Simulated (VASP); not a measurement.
Runs of VASP 6.6.1 on Al. The structure is that of space group Fm-3m (No. 225), or close to it. The cells are those of the table. 

| cell | gap on the mesh (eV) | pressure (GPa) |
| --- | --- | --- |
| a = 2.825 Å, angles 60.0°, 1 atom | none | 1.6 |
| a = 2.938 Å, angles 60.0°, 1 atom | none | (b) |
| a = 2.864 Å, angles 60.0°, 1 atom | none | (a) |
| a = 2.785 Å, angles 60.0°, 1 atom | none | 5.7 |
| a = 2.901 Å, angles 60.0°, 1 atom | none | -4.5 |

Alike in all rows: task single point; level PBEsol; potentials or basis VASP PAW PBE potentials, release 64 (Al); no spin polarisation; k mesh 12 × 12 × 12; cutoff (eV) 520; smearing fermi-dirac 0.05 eV.

Fill in the values left out.

(a) -1.8; (b) -6.7.

Caveats: the PAW data sets were made with another functional, which shifts forces and pressure a little.

A gap of «none» marks levels without a gap at the run's occupations.
